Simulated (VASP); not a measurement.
# TiSi2 (Cmcm) in VASP: single point with PBE

Aim: the single point of TiSi2 with PBE.

All numbers are computed with VASP 6.6.1; they aren't measurements. Logs are shortened: lines on timing, memory, paths and dates and some standing lists are left out, and cuts for length are marked.

**1. The cell of the first run**

Symmetry: Cmcm, No. 63, orthorhombic system. The conventional cell has a = 3.548 Å, b = 13.561 Å, c = 3.400 Å, α = 90.00°, β = 90.00°, γ = 90.00°. Within 3.3 Å of Ti (site symmetry m2m) lie 10 Si at 2.53 to 2.83 Å and 2 Ti at 3.27 Å. Si (site symmetry m2m) has 4 Si at 2.34 to 3.10 Å and 6 Ti at 2.53 to 2.83 Å within 3.1 Å. Si (site symmetry m2m) has 8 Si at 2.46 to 3.14 Å and 4 Ti at 2.62 to 2.67 Å within 3.2 Å.

**2. Single point, PBE (strain +0.000 along x and y, -0.050 along z)**

INCAR reads:

```
SYSTEM = TiSi2
PREC = Accurate
ENCUT = 520
EDIFF = 1E-7
ISMEAR = 0
SIGMA = 0.15
LREAL = .False.
LASPH = .True.
NELM = 80
ALGO = Normal
ISIF = 2
LWAVE = .False.
LCHARG = .False.
GGA = PE
NBANDS = 29
```

KPOINTS reads:

```
regular mesh
0
Gamma
  14 14 14
  0 0 0
```

POSCAR reads:

```
TiSi2
1.0
    1.7738039272     -6.7803428781      0.0000000000
    1.7738039272      6.7803428781      0.0000000000
    0.0000000000      0.0000000000      3.4002610341
Ti Si
2 4
Direct
    0.8968189479      0.1031810521      0.7500000000
    0.1031810521      0.8968189479      0.2500000000
    0.5591475243      0.4408524757      0.7500000000
    0.4408524757      0.5591475243      0.2500000000
    0.2498281361      0.7501718639      0.7500000000
    0.7501718639      0.2498281361      0.2500000000
```

Potentials or basis: VASP PAW PBE potentials, release 64 (Ti_sv, Si).

Run with:

```sh
$ cat potpaw_PBE.64/Ti_sv/POTCAR potpaw_PBE.64/Si/POTCAR > POTCAR
$ mpirun -np 1 vasp_std > vasp.out
```

OUTCAR:

```text
SYSTEM = TiSi2
   PREC = Accurate
   ENCUT = 520
   EDIFF = 1E-7
   ISMEAR = 0
   LREAL = .False.
   LASPH = .True.
   NELM = 80
   ISIF = 2
   GGA = PE

 ion  position               nearest neighbor table
   1  0.897  0.103  0.750-   4 2.53   4 2.53   4 2.53   4 2.53   6 2.62   6 2.62   5 2.67   5 2.67
                             3 2.83   3 2.83
   2  0.103  0.897  0.250-   3 2.53   3 2.53   3 2.53   3 2.53   5 2.62   5 2.62   6 2.67   6 2.67
                             4 2.83   4 2.83
   3  0.559  0.441  0.750-   4 2.34   4 2.34   2 2.53   2 2.53   2 2.53   2 2.53   1 2.83   1 2.83
                             6 3.10   6 3.10   5 3.14   5 3.14
   4  0.441  0.559  0.250-   3 2.34   3 2.34   1 2.53   1 2.53   1 2.53   1 2.53   2 2.83   2 2.83
                             5 3.10   5 3.10   6 3.14   6 3.14
   5  0.250  0.750  0.750-   6 2.46   6 2.46   6 2.46   6 2.46   2 2.62   2 2.62   1 2.67   1 2.67
                             4 3.10   4 3.10   3 3.14   3 3.14
   6  0.750  0.250  0.250-   5 2.46   5 2.46   5 2.46   5 2.46   1 2.62   1 2.62   2 2.67   2 2.67
                             3 3.10   3 3.10   4 3.14   4 3.14

  LATTYP: Found a base centered orthorhombic cell.
 ALAT       =     3.5476078544
 B/A-ratio  =     3.8224872401
 C/A-ratio  =     0.9584658659

  Lattice vectors:

 A1 = (   1.7738039272,  -6.7803428781,   0.0000000000)
 A2 = (   1.7738039272,   6.7803428781,   0.0000000000)
 A3 = (   0.0000000000,   0.0000000000,   3.4002610341)

Analysis of symmetry for initial positions (statically):
=====================================================================
 Subroutine PRICEL returns:
 Original cell was already a primitive cell.

 Routine SETGRP: Setting up the symmetry group for a
 base centered orthorhombic supercell.

 Subroutine GETGRP returns: Found  8 space group operations
 (whereof  4 operations were pure point group operations)
 out of a pool of  8 trial point group operations.

The static configuration has the point symmetry C_2h.
 The point group associated with its full space group is D_2h.

Analysis of symmetry for dynamics (positions and initial velocities):
=====================================================================
 Subroutine PRICEL returns:
 Original cell was already a primitive cell.

 Routine SETGRP: Setting up the symmetry group for a
 base centered orthorhombic supercell.

 Subroutine GETGRP returns: Found  8 space group operations
 (whereof  4 operations were pure point group operations)
 out of a pool of  8 trial point group operations.

The dynamic configuration has the point symmetry C_2h.
 The point group associated with its full space group is D_2h.

 Subroutine INISYM returns: Found  8 space group operations
 (whereof  4 operations are pure point group operations),
 and found     1 'primitive' translations

----------------------------------------------------------------------------------------

                                     Primitive cell

  volume of cell :      81.7899

  direct lattice vectors                    reciprocal lattice vectors
     1.773803927 -6.780342878  0.000000000     0.281880084 -0.073742583  0.000000000
     1.773803927  6.780342878  0.000000000     0.281880084  0.073742583  0.000000000
     0.000000000  0.000000000  3.400261034     0.000000000  0.000000000  0.294095068

  length of vectors
     7.008525517  7.008525517  3.400261034     0.291366351  0.291366351  0.294095068

  position of ions in fractional coordinates (direct lattice)
     0.896818948  0.103181052  0.750000000
     0.103181052  0.896818948  0.250000000
     0.559147524  0.440852476  0.750000000
     0.440852476  0.559147524  0.250000000
     0.249828136  0.750171864  0.750000000
     0.750171864  0.249828136  0.250000000

  ion indices of the primitive-cell ions
   primitive index   ion index
                 1           1
                 2           2
                 3           3
                 4           4
                 5           5
                 6           6

----------------------------------------------------------------------------------------

 KPOINTS: regular mesh

Automatic generation of k-mesh.
 Grid dimensions read from file:
 generate k-points for:   14   14   14

 Generating k-lattice:

  Cartesian coordinates                     Fractional coordinates (reciprocal lattice)
     0.020134292 -0.005267327  0.000000000     0.071428571  0.000000000  0.000000000
     0.020134292  0.005267327  0.000000000     0.000000000  0.071428571  0.000000000
     0.000000000  0.000000000  0.021006791     0.000000000  0.000000000  0.071428571

  Length of vectors
     0.020811882  0.020811882  0.021006791

  Shift w.r.t. Gamma in fractional coordinates (k-lattice)
     0.000000000  0.000000000  0.000000000

 Subroutine IBZKPT returns following result:
 ===========================================

 Found    456 irreducible k-points:

 Following reciprocal coordinates:
            Coordinates               Weight
  0.000000  0.000000  0.000000      1.000000
  0.071429 -0.000000  0.000000      4.000000
  0.142857  0.000000  0.000000      4.000000
  0.214286  0.000000  0.000000      4.000000
  0.285714 -0.000000  0.000000      4.000000
  0.357143  0.000000  0.000000      4.000000
[... 16 lines left out ...]
  0.214286  0.142857  0.000000      4.000000
  0.285714  0.142857  0.000000      4.000000
 [... further k-points ...]
   k-points           NKPTS =    456   k-points in BZ     NKDIM =    456   number of bands    NBANDS=     29
   number of dos      NEDOS =    301   number of ions     NIONS =      6
   total plane-waves  NPLWV =  81648
   dimension x,y,z NGX =    54 NGY =   54 NGZ =   28
   dimension x,y,z NGXF=   108 NGYF=  108 NGZF=   56
   ions per type =               2   4
   NGX,Y,Z   is equivalent  to a cutoff of  12.81, 12.81, 13.69 a.u.
   NGXF,Y,Z  is equivalent  to a cutoff of  25.62, 25.62, 27.38 a.u.
 SYSTEM =  TiSi2
   PREC   = accura    normal or accurate (medium, high low for compatibility)
   ISTART =      0    job   : 0-new  1-cont  2-samecut
   ICHARG =      2    charge: 1-file 2-atom 10-const
   ISPIN  =      1    spin polarized calculation?
   LNONCOLLINEAR =      F non collinear calculations
   LSORBIT =      F    spin-orbit coupling
   LASPH  =      T    aspherical Exc in radial PAW
   ENCUT  =  520.0 eV  38.22 Ry    6.18 a.u.  13.03 13.03  6.32*2*pi/ulx,y,z
   NELM   =     80;   NELMIN=  2; NELMDL= -5     # of ELM steps
   EDIFF  = 0.1E-06   stopping-criterion for ELM
   LREAL  =      F    real-space projection
   EDIFFG = 0.1E-05   stopping-criterion for IOM
   NSW    =      0    number of steps for IOM
   IBRION =     -1    ionic relax: 0-MD 1-quasi-New 2-CG
   NFREE  =      0    steps in history (QN), initial steepest desc. (CG)
   ISIF   =      2    stress and relaxation
   ISYM   =      2    0-nonsym 1-usesym 2-fastsym
   POTIM  = 0.5000    time-step for ionic-motion
   TEBEG  =    0.0;   TEEND  =   0.0 temperature during run
   PSTRESS=    0.0 pullay stress
   NELECT =      40.0000    total number of electrons
   NUPDOWN=      -1.0000    fix difference up-down
   EMIN   =  10.00;   EMAX   =-10.00  energy-range for DOS
   EFERMI =   0.00;   METHOD = LEGACY
   ISMEAR =     0;   SIGMA  =   0.15  broadening in eV -4-tet -1-fermi 0-gaus
   EFERMI_NEDOS =   21; number of points for ismear=-14 and -15
   IALGO  =     38    algorithm
   IMIX   =      4    mixing-type and parameters
     AMIX     =   0.40;   BMIX     =  1.00
     AMIX_MAG =   1.60;   BMIX_MAG =  1.00
  volume/ion in A,a.u.               =      13.63        91.99
  Fermi-wavevector in a.u.,A,eV,Ry     =   1.289818  2.437402 22.635055  1.663630
  Thomas-Fermi vector in A             =   2.421687
   LORBIT       =      0    0 simple, 1 ext, 2 COOP (PROOUT), +10 PAW based schemes
   GGA     = PE    functional components
   LHFCALC =     F    Hartree Fock is set to
   AEXX    =    0.0000 exact exchange contribution
   IVDW    =     0    specifies the selected vdW correction
   LEPSILON=     F    determine dielectric tensor
   LRPA    =     F    only Hartree local field effects (RPA)
 non-spin polarized calculation
 Gauss-broadening in eV      SIGMA  =   0.15
  energy-cutoff  :      520.00
  volume of cell :       81.79
 maximum number of plane-waves:      2225
 NGX is ok and might be reduce to    54
   NGX = 27   NGY = 27   NGZ = 13

 number of electron      40.0000003 magnetization

 Free energy of the ion-electron system (eV)
  ---------------------------------------------------
  ext. energy  EPLUGINS =         0.00000000
  ---------------------------------------------------
  free energy    TOTEN  =       -40.52751637 eV

  energy without entropy =      -40.51051846  energy(sigma->0) =      -40.51901742

 E-fermi :  11.0715     XC(G=0): -11.8140

 val. band max:       11.0658452291   @ k =  -0.3571   0.2143   0.0714
 cond. band min:      11.0736933590   @ k =   0.0714   0.0714   0.0714
 fundamental gap:      0.0078481299
 Fermi energy:        11.0714611727

 k-point     1 :       0.0000    0.0000    0.0000
  band No.  band energies     occupation
      1     -45.6919      2.00000
      2     -45.6812      2.00000
      3     -22.0761      2.00000
      4     -22.0476      2.00000
      5     -22.0327      2.00000
      6     -21.9748      2.00000
[... 21 lines left out ...]
     28      14.2309      0.00000
     29      14.4150      0.00000

 k-point     2 :       0.0714   -0.0000    0.0000
  band No.  band energies     occupation
      1     -45.6917      2.00000
      2     -45.6810      2.00000
      3     -22.0754      2.00000
      4     -22.0515      2.00000
      5     -22.0362      2.00000
      6     -21.9746      2.00000
[... 21 lines left out ...]
     28      14.3297      0.00000
     29      14.5773      0.00000

 k-point     3 :       0.1429    0.0000    0.0000
  band No.  band energies     occupation
      1     -45.6911      2.00000
      2     -45.6804      2.00000
      3     -22.0736      2.00000
      4     -22.0622      2.00000
      5     -22.0460      2.00000
      6     -21.9741      2.00000
[... 21 lines left out ...]
     28      14.1622      0.00000
     29      14.3640      0.00000

 k-point     4 :       0.2143    0.0000    0.0000
  band No.  band energies     occupation
      1     -45.6902      2.00000
      2     -45.6796      2.00000
      3     -22.0784      2.00000
      4     -22.0701      2.00000
      5     -22.0600      2.00000
      6     -21.9734      2.00000
[... 21 lines left out ...]
     28      14.3564      0.00000
     29      14.6838      0.00000

 k-point     5 :       0.2857   -0.0000    0.0000
  band No.  band energies     occupation
      1     -45.6892      2.00000
      2     -45.6787      2.00000
      3     -22.0955      2.00000
      4     -22.0756      2.00000
      5     -22.0671      2.00000
      6     -21.9726      2.00000
[... 21 lines left out ...]
     28      14.2781      0.00000
     29      15.2367      0.00000
[... 510 lines left out ...]
     28      14.0593      0.00000
     29      14.6170      0.00000

 k-point    22 :       0.1429    0.1429    0.0000
  band No.  band energies     occupation
      1     -45.6893      2.00000
      2     -45.6787      2.00000
      3     -22.0953      2.00000
      4     -22.0756      2.00000
      5     -22.0680      2.00000
      6     -21.9717      2.00000
[... 21 lines left out ...]
     28      14.4033      0.00000
     29      15.5279      0.00000

 k-point    23 :       0.2143    0.1429    0.0000
  band No.  band energies     occupation
      1     -45.6884      2.00000
      2     -45.6779      2.00000
      3     -22.1109      2.00000
      4     -22.0896      2.00000
      5     -22.0652      2.00000
      6     -21.9710      2.00000
[... 21 lines left out ...]
     28      14.3937      0.00000
     29      14.9201      0.00000

 k-point    24 :       0.2857    0.1429    0.0000
  band No.  band energies     occupation
      1     -45.6877      2.00000
      2     -45.6773      2.00000
      3     -22.1216      2.00000
      4     -22.0992      2.00000
      5     -22.0629      2.00000
      6     -21.9708      2.00000
[... 21 lines left out ...]
     28      14.2876      0.00000
     29      14.6981      0.00000

 [... further k-points ...]
[... 5 lines left out ...]
  --------------------------------------------------------------------------------------
  -------------------------------------------------------------------------------------
  Total        2.9783160      2.0526771      9.0858603      0.0000000     -0.0000000      0.0000000
  in kB       58.3420700     40.2097798    177.9824219      0.0000000     -0.0000000      0.0000000
  external PRESSURE =      92.1780906 kB  Pullay stress =       0.0000000 kB

 VOLUME and BASIS-vectors are now :
 -----------------------------------------------------------------------------
  energy-cutoff  :      520.00
  volume of cell :       81.79
      direct lattice vectors                 reciprocal lattice vectors
     1.773803927 -6.780342878  0.000000000     0.281880084 -0.073742583  0.000000000
     1.773803927  6.780342878  0.000000000     0.281880084  0.073742583  0.000000000
     0.000000000  0.000000000  3.400261034     0.000000000  0.000000000  0.294095068

 POSITION                                       TOTAL-FORCE (eV/Angst)
 -----------------------------------------------------------------------------------
      1.77380     -5.38114      2.55020         0.000000      0.004247      0.000000
      1.77380      5.38114      0.85007         0.000000     -0.004247     -0.000000
      1.77380     -0.80208      2.55020         0.000000     -0.256089     -0.000000
      1.77380      0.80208      0.85007         0.000000      0.256089     -0.000000
      1.77380      3.39250      2.55020         0.000000     -0.133993     -0.000000
      1.77380     -3.39250      0.85007         0.000000      0.133993     -0.000000
 -----------------------------------------------------------------------------------
    total drift:                                0.000000     -0.000000     -0.000000

  FREE ENERGIE OF THE ION-ELECTRON SYSTEM (eV)
  ---------------------------------------------------
  free  energy   TOTEN  =       -40.5275163728 eV

  energy  without entropy=      -40.5105184646  energy(sigma->0) =      -40.51901742
```

It took 19 min on 1 thread of Intel Xeon 6975P-C (Granite Rapids), shared host; peak memory 0.93 GiB.

Results:

```
Free energy            : -40.5275 eV
Pressure               : 9.2 GPa
Largest force          : 0.256 eV/Å
Band gap on the k mesh : zero (band 20 reaches 11.65 eV, above the bottom of band 21 at 10.79 eV)
```

Forces in eV/Å, atoms in the order of the input:
```
Ti   0.000  0.004  0.000
Ti   0.000 -0.004  0.000
Si   0.000 -0.256  0.000
Si   0.000  0.256  0.000
Si   0.000 -0.134  0.000
Si   0.000  0.134  0.000
```

Caveat: the cell differs from its parent crystal (strain +0.000 along x and y, -0.050 along z).
